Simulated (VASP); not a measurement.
# MgO (P6_3mc) in VASP: further runs, part 2 of 2

VASP 6.6.1. Earlier steps stand in the parts before.

## (3) Single point, PBE

This run uses another cell than the first one, of 11.75 Å³/atom, 1.013 times its volume.

Input file INCAR:

```
SYSTEM = MgO
PREC     = Accurate       ! precision mode
ENCUT    = 520            ! plane-wave cutoff, eV
EDIFF    = 1E-6           ! SCF threshold, eV
ISMEAR   = 0              ! smearing method
SIGMA    = 0.05           ! smearing width, eV
LREAL    = .False.        ! projectors in reciprocal space
LASPH    = .True.         ! aspherical terms in the spheres
NELM     = 80             ! most SCF steps
ALGO     = Normal         ! electronic algorithm
ISIF     = 2              ! what is computed and relaxed
LWAVE    = .False.        ! write WAVECAR
LCHARG   = .False.        ! write CHGCAR
GGA      = PE             ! functional
NBANDS   = 26             ! bands
```

Input file KPOINTS:

```
Automatic mesh
0
Gamma
  9 9 2
  0 0 0
```

Input file POSCAR:

```
MgO
1.0
    3.1712000000      0.0000000000      0.0000000000
   -1.5856000000      2.7463397605      0.0000000000
    0.0000000000      0.0000000000     10.7943000000
Mg O
4 4
Direct
    0.3333333333      0.6666666667      0.9694906392
    0.0000000000      0.0000000000      0.2208211786
    0.0000000000      0.0000000000      0.7208211786
    0.6666666667      0.3333333333      0.4694906392
    0.3333333333      0.6666666667      0.7800420079
    0.0000000000      0.0000000000      0.5296443544
    0.0000000000      0.0000000000      0.0296443544
    0.6666666667      0.3333333333      0.2800420079
```

Potentials or basis: VASP PAW PBE potentials, release 64 (Mg, O).

On the command line:

```sh
$ cat potpaw_PBE.64/Mg/POTCAR potpaw_PBE.64/O/POTCAR > POTCAR
$ mpirun -np 1 vasp_std > vasp.out
```

OUTCAR:

```text
SYSTEM = MgO
   PREC = Accurate
   ENCUT = 520
   EDIFF = 1E-6
   ISMEAR = 0
   LREAL = .False.
   LASPH = .True.
   NELM = 80
   ISIF = 2
   GGA = PE

 ion  position               nearest neighbor table
   1  0.333  0.667  0.969-   7 1.94   7 1.94   7 1.94   5 2.04   3 3.25   3 3.25   3 3.25   2 3.27
                             2 3.27   2 3.27
   2  0.000  0.000  0.221-   8 1.94   8 1.94   8 1.94   7 2.06   4 3.25   4 3.25   4 3.25   1 3.27
                             1 3.27   1 3.27
   3  0.000  0.000  0.721-   5 1.94   5 1.94   5 1.94   6 2.06   1 3.25   1 3.25   1 3.25   4 3.27
                             4 3.27   4 3.27
   4  0.667  0.333  0.469-   6 1.94   6 1.94   6 1.94   8 2.04   2 3.25   2 3.25   2 3.25   3 3.27
                             3 3.27   3 3.27
   5  0.333  0.667  0.780-   3 1.94   3 1.94   3 1.94   1 2.04
   6  0.000  0.000  0.530-   4 1.94   4 1.94   4 1.94   3 2.06
   7  0.000  0.000  0.030-   1 1.94   1 1.94   1 1.94   2 2.06
   8  0.667  0.333  0.280-   2 1.94   2 1.94   2 1.94   4 2.04

  LATTYP: Found a hexagonal cell.
 ALAT       =     3.1712000000
 C/A-ratio  =     3.4038534309

[... 199 lines left out ...]
 Fermi energy:         1.1420381618

 k-point     1 :       0.0000    0.0000    0.0000
  band No.  band energies     occupation
      1     -15.1004      2.00000
      2     -14.8145      2.00000
      3     -14.7859      2.00000
      4     -14.4753      2.00000
      5      -2.3140      2.00000
      6      -1.1032      2.00000
[... 685 lines left out ...]
     25      14.0983      0.00000
     26      14.1517      0.00000

------------------------ aborting loop because EDIFF is reached ----------------------------------------

  FORCE on cell =-STRESS in cart. coord.  units (eV):
  Direction    XX          YY          ZZ          XY          YZ          ZX
  --------------------------------------------------------------------------------------
  -------------------------------------------------------------------------------------
  Total        6.0953905      6.0953905     -2.3744819      0.0000000      0.0000000      0.0000000
  in kB      103.8818643    103.8818643    -40.4675643      0.0000000      0.0000000      0.0000000
  external PRESSURE =      55.7653881 kB  Pullay stress =       0.0000000 kB

 VOLUME and BASIS-vectors are now :
 -----------------------------------------------------------------------------
  energy-cutoff  :      520.00
  volume of cell :       94.01
      direct lattice vectors                 reciprocal lattice vectors
     3.171200000  0.000000000  0.000000000     0.315338042  0.182060504  0.000000000
    -1.585600000  2.746339761  0.000000000     0.000000000  0.364121007  0.000000000
     0.000000000  0.000000000 10.794300000     0.000000000  0.000000000  0.092641487

 POSITION                                       TOTAL-FORCE (eV/Angst)
 -----------------------------------------------------------------------------------
     -0.00000      1.83089     10.46497         0.000000      0.000000     -0.474889
      0.00000      0.00000      2.38361        -0.000000     -0.000000     -0.520704
      0.00000      0.00000      7.78076         0.000000      0.000000     -0.520704
      1.58560      0.91545      5.06782         0.000000      0.000000     -0.474889
     -0.00000      1.83089      8.42001         0.000000     -0.000000      0.504977
      0.00000      0.00000      5.71714        -0.000000     -0.000000      0.490615
      0.00000      0.00000      0.31999         0.000000      0.000000      0.490615
      1.58560      0.91545      3.02286        -0.000000      0.000000      0.504977
 -----------------------------------------------------------------------------------
    total drift:                               -0.000000     -0.000000     -0.000759

  FREE ENERGIE OF THE ION-ELECTRON SYSTEM (eV)
  ---------------------------------------------------
  free  energy   TOTEN  =       -46.6907268695 eV

  energy  without entropy=      -46.6907268695  energy(sigma->0) =      -46.69072687
```

OSZICAR:

```text
N       E                     dE             d eps       ncg     rms          rms(c)
DAV:   1     0.144472051988E+03    0.14447E+03   -0.14525E+04  1248   0.107E+03
DAV:   2    -0.448587028701E+02   -0.18933E+03   -0.17811E+03  1636   0.239E+02
DAV:   3    -0.554114069477E+02   -0.10553E+02   -0.10505E+02  1578   0.566E+01
DAV:   4    -0.554739877505E+02   -0.62581E-01   -0.62561E-01  1416   0.511E+00
DAV:   5    -0.554743621009E+02   -0.37435E-03   -0.37431E-03  1582   0.394E-01    0.167E+01
DAV:   6    -0.467901905947E+02    0.86842E+01   -0.31919E+01  1372   0.325E+01    0.550E+00
DAV:   7    -0.467109418260E+02    0.79249E-01   -0.52979E-01  1322   0.439E+00    0.325E+00
DAV:   8    -0.466938731113E+02    0.17069E-01   -0.20018E-01  1402   0.419E+00    0.653E-01
DAV:   9    -0.466886940375E+02    0.51791E-02   -0.17537E-02  1580   0.864E-01    0.178E-01
DAV:  10    -0.466906926294E+02   -0.19986E-02   -0.30095E-03  1336   0.300E-01    0.630E-02
DAV:  11    -0.466907265586E+02   -0.33929E-04   -0.56730E-05  1550   0.580E-02    0.311E-02
DAV:  12    -0.466907238876E+02    0.26710E-05   -0.28285E-05  1358   0.349E-02    0.901E-03
DAV:  13    -0.466907270349E+02   -0.31472E-05   -0.42654E-06  1294   0.149E-02    0.289E-03
DAV:  14    -0.466907268695E+02    0.16537E-06   -0.34777E-07   872   0.594E-03
   1 F= -.46690727E+02 E0= -.46690727E+02  d E =-.245195E-15
```

It took 31 s on 1 thread of AMD EPYC 9R45 (Zen 5), shared host; peak memory 0.19 GiB.

What came out:

- Free energy: -46.6907 eV
- Pressure: 5.6 GPa
- Largest force: 0.521 eV/Å
- Band gap on the k mesh: 3.70 eV, direct

Forces in eV/Å, atoms in the order of the input:
```
Mg   0.000  0.000 -0.475
Mg   0.000  0.000 -0.521
Mg   0.000  0.000 -0.521
Mg   0.000  0.000 -0.475
O    0.000  0.000  0.505
O    0.000  0.000  0.491
O    0.000  0.000  0.491
O    0.000  0.000  0.505
```

Stress tensor (GPa, compression positive):
```
10.39  0.00  0.00
 0.00 10.39  0.00
 0.00  0.00 -4.05
```

Levels at points of the mesh, in eV from the valence-band top:
```
           k point  band 12  band 13  band 14  band 15  band 16  band 17  band 18  band 19  band 20  band 21
(0.00, 0.00, 0.00)    -0.09    -0.07    -0.07     0.00     0.00     3.70     6.06     6.14     8.97     9.72
(0.00, 0.00, 0.50)    -0.14    -0.02    -0.02    -0.02    -0.02     4.52     4.52     7.71     7.71    11.03
```

## (4) Single point, PBE

This run uses another cell than the first one, of 11.94 Å³/atom, 1.030 times its volume.

Input file INCAR:

```
PREC = Accurate ; ENCUT = 520
EDIFF = 1E-6 ; ISMEAR = 0
SIGMA = 0.05 ; LREAL = False
LASPH = True ; NELM = 100
ALGO = Normal ; ISIF = 2
LWAVE = False ; LCHARG = False
GGA = PE ; NBANDS = 26
```

Input file KPOINTS:

```
regular mesh
0
Gamma
  9 9 2
```

Edit POSCAR of step 3 so:

```diff
@@ -2,5 +2,5 @@
 1.0
-    3.1712000000      0.0000000000      0.0000000000
-   -1.5856000000      2.7463397605      0.0000000000
-    0.0000000000      0.0000000000     10.7943000000
+    3.1165000000      0.0000000000      0.0000000000
+   -1.5582500000      2.6989681709      0.0000000000
+    0.0000000000      0.0000000000     11.3550000000
 Mg O
```

Potentials or basis: VASP PAW PBE potentials, release 64 (Mg, O).

On the command line:

```sh
$ cat potpaw_PBE.64/Mg/POTCAR potpaw_PBE.64/O/POTCAR > POTCAR
$ mpirun -np 1 vasp_std > vasp.out
```

OUTCAR:

```text
PREC = Accurate
   ENCUT = 520
   EDIFF = 1E-6
   ISMEAR = 0
   LREAL = False
   LASPH = True
   NELM = 100
   ISIF = 2
   GGA = PE

 ion  position               nearest neighbor table
   1  0.333  0.667  0.969-   7 1.92   7 1.92   7 1.92   5 2.15   3 3.35   3 3.35   3 3.35   2 3.37
                             2 3.37   2 3.37
   2  0.000  0.000  0.221-   8 1.92   8 1.92   8 1.92   7 2.17   4 3.35   4 3.35   4 3.35   1 3.37
                             1 3.37   1 3.37
   3  0.000  0.000  0.721-   5 1.92   5 1.92   5 1.92   6 2.17   1 3.35   1 3.35   1 3.35   4 3.37
                             4 3.37   4 3.37
   4  0.667  0.333  0.469-   6 1.92   6 1.92   6 1.92   8 2.15   2 3.35   2 3.35   2 3.35   3 3.37
                             3 3.37   3 3.37
   5  0.333  0.667  0.780-   3 1.92   3 1.92   3 1.92   1 2.15
   6  0.000  0.000  0.530-   4 1.92   4 1.92   4 1.92   3 2.17
   7  0.000  0.000  0.030-   1 1.92   1 1.92   1 1.92   2 2.17
   8  0.667  0.333  0.280-   2 1.92   2 1.92   2 1.92   4 2.15

  LATTYP: Found a hexagonal cell.
 ALAT       =     3.1165000000
[... 200 lines left out ...]
 fundamental gap:      3.3977514176
 Fermi energy:         1.1236533921

 k-point     1 :       0.0000    0.0000    0.0000
  band No.  band energies     occupation
      1     -15.1423      2.00000
      2     -14.9231      2.00000
      3     -14.8690      2.00000
      4     -14.6312      2.00000
      5      -2.4556      2.00000
      6      -1.2949      2.00000
[... 685 lines left out ...]
     25      13.6382      0.00000
     26      13.7621      0.00000

------------------------ aborting loop because EDIFF is reached ----------------------------------------

  FORCE on cell =-STRESS in cart. coord.  units (eV):
  Direction    XX          YY          ZZ          XY          YZ          ZX
  --------------------------------------------------------------------------------------
  -------------------------------------------------------------------------------------
  Total        8.8720925      8.8720925     -7.6647123      0.0000000     -0.0000000      0.0000000
  in kB      148.8279881    148.8279881   -128.5743711      0.0000000     -0.0000000      0.0000000
  external PRESSURE =      56.3605350 kB  Pullay stress =       0.0000000 kB

 VOLUME and BASIS-vectors are now :
 -----------------------------------------------------------------------------
  energy-cutoff  :      520.00
  volume of cell :       95.51
      direct lattice vectors                 reciprocal lattice vectors
     3.116500000  0.000000000  0.000000000     0.320872774  0.185255982  0.000000000
    -1.558250000  2.698968171  0.000000000     0.000000000  0.370511965  0.000000000
     0.000000000  0.000000000 11.355000000     0.000000000  0.000000000  0.088066931

 POSITION                                       TOTAL-FORCE (eV/Angst)
 -----------------------------------------------------------------------------------
     -0.00000      1.79931     11.00857        -0.000000      0.000000     -0.726677
      0.00000      0.00000      2.50742         0.000000     -0.000000     -0.803070
      0.00000      0.00000      8.18492        -0.000000      0.000000     -0.803070
      1.55825      0.89966      5.33107         0.000000      0.000000     -0.726677
     -0.00000      1.79931      8.85738        -0.000000      0.000000      0.789811
      0.00000      0.00000      6.01411        -0.000000     -0.000000      0.739936
      0.00000      0.00000      0.33661         0.000000      0.000000      0.739936
      1.55825      0.89966      3.17988        -0.000000      0.000000      0.789811
 -----------------------------------------------------------------------------------
    total drift:                                0.000000      0.000000      0.000426

  FREE ENERGIE OF THE ION-ELECTRON SYSTEM (eV)
  ---------------------------------------------------
  free  energy   TOTEN  =       -46.1721183653 eV

  energy  without entropy=      -46.1721183653  energy(sigma->0) =      -46.17211837
```

OSZICAR:

```text
N       E                     dE             d eps       ncg     rms          rms(c)
DAV:   1     0.143338224015E+03    0.14334E+03   -0.14552E+04  1248   0.107E+03
DAV:   2    -0.444848863026E+02   -0.18782E+03   -0.17654E+03  1664   0.237E+02
DAV:   3    -0.551390872928E+02   -0.10654E+02   -0.10605E+02  1602   0.569E+01
DAV:   4    -0.552045445716E+02   -0.65457E-01   -0.65437E-01  1414   0.519E+00
DAV:   5    -0.552049509607E+02   -0.40639E-03   -0.40634E-03  1556   0.405E-01    0.169E+01
DAV:   6    -0.463136471691E+02    0.88913E+01   -0.32680E+01  1374   0.328E+01    0.563E+00
DAV:   7    -0.462071822590E+02    0.10646E+00   -0.52118E-01  1322   0.449E+00    0.330E+00
DAV:   8    -0.461746784623E+02    0.32504E-01   -0.22382E-01  1418   0.430E+00    0.641E-01
DAV:   9    -0.461700069236E+02    0.46715E-02   -0.18687E-02  1582   0.887E-01    0.181E-01
DAV:  10    -0.461720380950E+02   -0.20312E-02   -0.27152E-03  1328   0.296E-01    0.624E-02
DAV:  11    -0.461721111445E+02   -0.73050E-04   -0.97741E-05  1542   0.747E-02    0.303E-02
DAV:  12    -0.461721143345E+02   -0.31900E-05   -0.23809E-05  1362   0.347E-02    0.103E-02
DAV:  13    -0.461721183914E+02   -0.40570E-05   -0.63825E-06  1348   0.182E-02    0.287E-03
DAV:  14    -0.461721183653E+02    0.26164E-07   -0.32926E-07   972   0.685E-03
   1 F= -.46172118E+02 E0= -.46172118E+02  d E =-.549665E-12
```

stdout:

```text
POSCAR found type information on POSCAR MgO
 POSCAR found :  2 types and       8 ions
 scaLAPACK will be used
 LDA part: xc-table for (Slater+PW92), standard interpolation
 POSCAR, INCAR and KPOINTS ok, starting setup
 FFT: planning ... GRIDC
 FFT: planning ... GRID_SOFT
 FFT: planning ... GRID
 WAVECAR not read
 entering main loop
```

Wall time 35 s (1 thread of AMD EPYC 9R45 (Zen 5), shared host); peak memory 0.19 GiB.

What came out:

| Quantity | Value |
| --- | --- |
| Free energy | -46.1721 eV |
| Pressure | 5.6 GPa |
| Largest force | 0.803 eV/Å |
| Band gap on the k mesh | 3.40 eV, direct |

Forces on the atoms (eV/Å):
```
Mg   0.000  0.000 -0.727
Mg   0.000  0.000 -0.803
Mg   0.000  0.000 -0.803
Mg   0.000  0.000 -0.727
O    0.000  0.000  0.790
O    0.000  0.000  0.740
O    0.000  0.000  0.740
O    0.000  0.000  0.790
```

Levels at points of the mesh, in eV from the valence-band top:
| k point | band 13 | band 14 | band 15 | band 16 | band 17 | band 18 | band 19 | band 20 |
| --- | --- | --- | --- | --- | --- | --- | --- | --- |
| (0.00, 0.00, 0.00) | -0.03 | -0.03 | 0.00 | 0.00 | 3.40 | 5.76 | 5.82 | 8.85 |
| (0.00, 0.00, 0.50) | -0.01 | -0.01 | -0.01 | -0.01 | 4.22 | 4.22 | 7.43 | 7.43 |

Expect the measured gap to be larger: semilocal functionals such as PBE lack the derivative discontinuity.

## (5) Single point, PBE

This run uses another cell than the first one, of 11.84 Å³/atom, 1.021 times its volume.

Input file INCAR:

```
PREC = Accurate ; ENCUT = 520
EDIFF = 1E-6 ; ISMEAR = 0
SIGMA = 0.05 ; LREAL = False
LASPH = True ; NELM = 100
ALGO = Normal ; ISIF = 2
LWAVE = False ; LCHARG = True
GGA = PE ; LELF = True
LVHAR = True ; NBANDS = 26
```

Input file KPOINTS:

```
Automatic mesh
0
Gamma
  9 9 2
```

Edit POSCAR of step 4 so:

```diff
@@ -2,5 +2,5 @@
 1.0
-    3.1165000000      0.0000000000      0.0000000000
-   -1.5582500000      2.6989681709      0.0000000000
-    0.0000000000      0.0000000000     11.3550000000
+    3.2259000000      0.0000000000      0.0000000000
+   -1.6129500000      2.7937113501      0.0000000000
+    0.0000000000      0.0000000000     10.5138967343
 Mg O
```

On the command line:

```sh
$ cat potpaw_PBE.64/Mg/POTCAR potpaw_PBE.64/O/POTCAR > POTCAR
$ mpirun -np 1 vasp_std > vasp.out
```

It took 30 s on 1 thread of AMD EPYC 9R45 (Zen 5), shared host; peak memory 0.19 GiB.

The run converged. Its results:

| Item | Value |
| --- | --- |
| Free energy | -46.8715 eV |
| Pressure | 3.8 GPa |
| Largest force | 0.161 eV/Å |
| Band gap on the k mesh | 3.67 eV, direct |

Forces on the atoms (eV/Å):
```
Mg   0.000  0.000 -0.142
Mg   0.000  0.000 -0.161
Mg   0.000  0.000 -0.161
Mg   0.000  0.000 -0.142
O    0.000  0.000  0.149
O    0.000  0.000  0.155
O    0.000  0.000  0.155
O    0.000  0.000  0.149
```

Stress tensor (GPa, compression positive):
```
5.19 0.00 0.00
0.00 5.19 0.00
0.00 0.00 1.04
```

Levels at points of the mesh, in eV from the valence-band top:
```
           k point  band 13  band 14  band 15  band 16  band 17  band 18  band 19  band 20
(0.00, 0.00, 0.00)    -0.15    -0.06    -0.06     0.00     3.67     6.01     6.11     8.79
(0.00, 0.00, 0.50)    -0.09    -0.09    -0.09    -0.09     4.50     4.50     7.65     7.65
```

## (6) Single point, PBE

This run uses another cell than the first one, of 11.92 Å³/atom, 1.028 times its volume.

Input file INCAR:

```
ALGO = Normal
EDIFF = 1E-7
ENCUT = 520
GGA = PE
ISIF = 2
ISMEAR = 0
LASPH = T
LCHARG = F
LREAL = F
LWAVE = F
NBANDS = 26
NELM = 80
PREC = Accurate
SIGMA = 0.05
```

Input file KPOINTS:

```
k-points
0
Gamma
  9 9 2
```

Edit POSCAR of step 5 so:

```diff
@@ -2,5 +2,5 @@
 1.0
-    3.2259000000      0.0000000000      0.0000000000
-   -1.6129500000      2.7937113501      0.0000000000
-    0.0000000000      0.0000000000     10.5138967343
+    3.2805263433      0.0000000000      0.0000000000
+   -1.6402631717      2.8410191511      0.0000000000
+    0.0000000000      0.0000000000     10.2335000000
 Mg O
```

Potentials or basis: VASP PAW PBE potentials, release 64 (Mg, O).

On the command line:

```sh
$ cat potpaw_PBE.64/Mg/POTCAR potpaw_PBE.64/O/POTCAR > POTCAR
$ mpirun -np 1 vasp_std > vasp.out
```

Run time: 33 s. Hardware: 1 thread of AMD EPYC 9R45 (Zen 5), shared host; peak memory 0.19 GiB.

Results (log left out):

* Free energy: -46.8654 eV
* Pressure: 2.9 GPa
* Largest force: 0.303 eV/Å
* Band gap on the k mesh: 3.53 eV, direct

Forces on the atoms (eV/Å):
```
Mg   0.000  0.000  0.284
Mg   0.000  0.000  0.294
Mg   0.000  0.000  0.294
Mg   0.000  0.000  0.284
O    0.000  0.000 -0.303
O    0.000  0.000 -0.275
O    0.000  0.000 -0.275
O    0.000  0.000 -0.303
```

Stress tensor (GPa, compression positive):
```
0.73 0.00 0.00
0.00 0.73 0.00
0.00 0.00 7.17
```

Levels at points of the mesh, in eV from the valence-band top:
| k point | band 14 | band 15 | band 16 | band 17 | band 18 | band 19 |
| --- | --- | --- | --- | --- | --- | --- |
| (0.00, 0.00, 0.00) | -0.19 | -0.19 | 0.00 | 3.53 | 5.86 | 6.00 |
| (0.00, 0.00, 0.50) | -0.23 | -0.23 | -0.23 | 4.37 | 4.37 | 7.50 |

## (7) The runs side by side

| cell | gap on the mesh (eV) | pressure (GPa) | largest force (eV/Å) |
| --- | --- | --- | --- |
| a = 3.281, b = 3.281, c = 9.953 Å, angles 90.0, 90.0, 120.0°, 8 atoms | 3.62 | 7.0 | 0.76 |
| a = 3.171, b = 3.171, c = 10.794 Å, angles 90.0, 90.0, 120.0°, 8 atoms | 3.70 | 5.6 | 0.52 |
| a = 3.116, b = 3.117, c = 11.355 Å, angles 90.0, 90.0, 120.0°, 8 atoms | 3.40 | 5.6 | 0.80 |
| a = 3.226, b = 3.226, c = 10.514 Å, angles 90.0, 90.0, 120.0°, 8 atoms | 3.67 | 3.8 | 0.16 |
| a = 3.281, b = 3.281, c = 10.233 Å, angles 90.0, 90.0, 120.0°, 8 atoms | 3.53 | 2.9 | 0.30 |

Alike in all rows: task single point; level PBE; potentials or basis VASP PAW PBE potentials, release 64 (Mg, O); no spin polarisation; k mesh 9 × 9 × 2; cutoff (eV) 520; smearing gaussian 0.05 eV.

Total energies depend on the potentials used, so only differences within one code and one set of settings carry meaning.
